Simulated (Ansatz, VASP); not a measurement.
# One calculation of ZnS, two programs

File INCAR:

```
ALGO     = Normal         # electronic algorithm
EDIFF    = 1E-6           # SCF threshold, eV
ENCUT    = 520            # plane-wave cutoff, eV
GGA      = PE             # functional
ISIF     = 2              # what is computed and relaxed
ISMEAR   = 0              # smearing method
LASPH    = T              # aspherical terms in the spheres
LCHARG   = T              # write CHGCAR
LELF     = T              # ELF
LREAL    = F              # projectors in reciprocal space
LVHAR    = T            
LWAVE    = F              # write WAVECAR
NBANDS   = 46             # bands
NELM     = 80             # most SCF steps
PREC     = Accurate       # precision mode
SIGMA    = 0.05           # smearing width, eV
```

KPOINTS

```
k-points
0
Gamma
  8 8 2
```

The input POSCAR:

```
ZnS
1.0
   -3.8467234434      0.0000000000      0.0000000000
   -1.9233617217     -3.3313602233      0.0000000000
    0.0000000000      0.0000000000     12.2902250239
Zn S
4 4
Direct
    0.0000000000      0.0000000000      0.6722691833
    0.0000000000      0.0000000000      0.1600643620
    0.3333333333      0.3333333333      0.9283451302
    0.6666666667      0.6666666667      0.4161403089
    0.0000000000      0.0000000000      0.8640789798
    0.0000000000      1.0000000000      0.3518741586
    0.3333333333      0.3333333333      0.0961259311
    0.6666666667      0.6666666667      0.6083307524
```

Input for Ansatz:

```yaml
crystal:
  lattice:
    - [-3.8467234434, 0.0, 0.0]
    - [-1.9233617217, -3.3313602233, 0.0]
    - [0.0, 0.0, 12.2902250239]
  atoms:
    - { symbol: Zn, position: [0.0, 0.0, 0.6722691833] }
    - { symbol: Zn, position: [0.0, 0.0, 0.160064362] }
    - { symbol: Zn, position: [0.3333333333, 0.3333333333, 0.9283451302] }
    - { symbol: Zn, position: [0.6666666667, 0.6666666667, 0.4161403089] }
    - { symbol: S, position: [0.0, 0.0, 0.8640789798] }
    - { symbol: S, position: [0.0, 1.0, 0.3518741586] }
    - { symbol: S, position: [0.3333333333, 0.3333333333, 0.0961259311] }
    - { symbol: S, position: [0.6666666667, 0.6666666667, 0.6083307524] }
basis:
  ecutwfc: 420
kpoints:
  mp_grid: { grid: [8, 8, 2] }
hamiltonian:
  xc: pbe
scf:
  occupations: { method: gaussian, width: 0.05 }
output:
  forces: true
  stress: true
  eigenvalues: true
```

Alike in both runs: task single point; functional PBE; k mesh 8 × 8 × 2; occupations gaussian, width 0.05 eV; no spin polarisation.

```csv
,VASP,Ansatz
version,VASP 6.6.1,Ansatz 0.2.0
potentials or method,"VASP PAW PBE potentials, release 64 (Zn, S), cutoff 520 eV","scalar-relativistic, plane waves, PAW"
valence electrons in the cell,72,72
```

```csv
,VASP,Ansatz,Ansatz less VASP
gap on the k mesh at the Fermi level (eV),2.07,2.07,-0.002
least direct gap on the mesh (eV),2.07,2.07,-0.002
pressure (GPa),3.0,2.8,-0.18
"traceless stress, the component that is largest in VASP (GPa)",4.66,4.64,-0.016
rms of the force components (eV/Å),0.916,0.911,-0.0054
```

Atom by atom the forces differ by 0.006 eV/Å (rms over components).
